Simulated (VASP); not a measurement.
Wanted: the native input for a VASP 6.6.1 run.

* Task: relaxation of cell and atoms
* Functional: PBE
* Potentials or basis: VASP PAW PBE potentials, release 64 (In_d, B, Rh_pv)
* Cutoff: 600 eV
* k mesh: 6 × 6 × 4
* Occupations: gaussian, width 0.1 eV
* Spin: no spin polarisation
* Dipole correction: no
* Further INCAR settings: ALGO = Normal; EDIFF = 1e-06; IBRION = 2; EDIFFG = -0.05; NSW = 100; ISIF = 3

The structure of InBRh2 lies in POSCAR:

```
InBRh2
1.0
    3.6843174597      0.0000000000      0.0000000000
   -1.8421587299      3.1907125157      0.0000000000
    0.0000000000      0.0000000000      4.4683118747
In B Rh
1 1 2
Direct
    0.0000000000      0.0000000000      0.5000000000
    0.0000000000      0.0000000000      0.0000000000
    0.6666666667      0.3333333333      0.7500000000
    0.3333333333      0.6666666667      0.2500000000
```

One way to write it, as run:

INCAR

```
PREC     = Accurate       # precision mode
ENCUT    = 600            # plane-wave cutoff, eV
EDIFF    = 1E-6           # SCF threshold, eV
ISMEAR   = 0              # smearing method
SIGMA    = 0.1            # smearing width, eV
LREAL    = False          # projectors in reciprocal space
LASPH    = True           # aspherical terms in the spheres
NELM     = 60             # most SCF steps
ALGO     = Normal         # electronic algorithm
ISIF     = 3              # what is computed and relaxed
LWAVE    = False          # write WAVECAR
LCHARG   = False          # write CHGCAR
GGA      = PE             # functional
IBRION   = 2              # ionic algorithm
NSW      = 100            # ionic steps
EDIFFG   = -0.05          # ionic threshold
```

KPOINTS

```
Automatic mesh
0
Gamma
  6 6 4
```

Potentials or basis: VASP PAW PBE potentials, release 64 (In_d, B, Rh_pv).

Command:

```console
$ cat potpaw_PBE.64/In_d/POTCAR potpaw_PBE.64/B/POTCAR potpaw_PBE.64/Rh_pv/POTCAR > POTCAR
$ mpirun -np 1 vasp_std > vasp.out
```

Results of the run:

The relaxed volume is 14.29 Å³/atom. The relaxed cell is a = 3.224 Å, b = 3.224 Å, c = 6.351 Å, α = 90.00°, β = 90.00°, γ = 120.00° and the space group after relaxing (to 0.1 Å) is P-3m1 (No. 164). The energy gained by relaxing is 1056.4 meV/atom and the ionic steps are 16. The pressure after relaxing is -0.1 GPa. The largest force after relaxing is 0.027 eV/Å and the band gap on the k mesh is zero (bands 23 and 24 overlap by 1.28 eV).

Caveat: a cell axis changed by over 15 % at a fixed basis, so the end point is rough; spin-orbit coupling is left out, which moves the levels of the heavy elements; the relaxation stopped at a loose force limit of 0.05 eV/Å, so its end isn't a converged minimum.

Wall time 14 min on 1 thread of Intel Xeon 8259CL (shared host), peak memory 0.22 GiB.
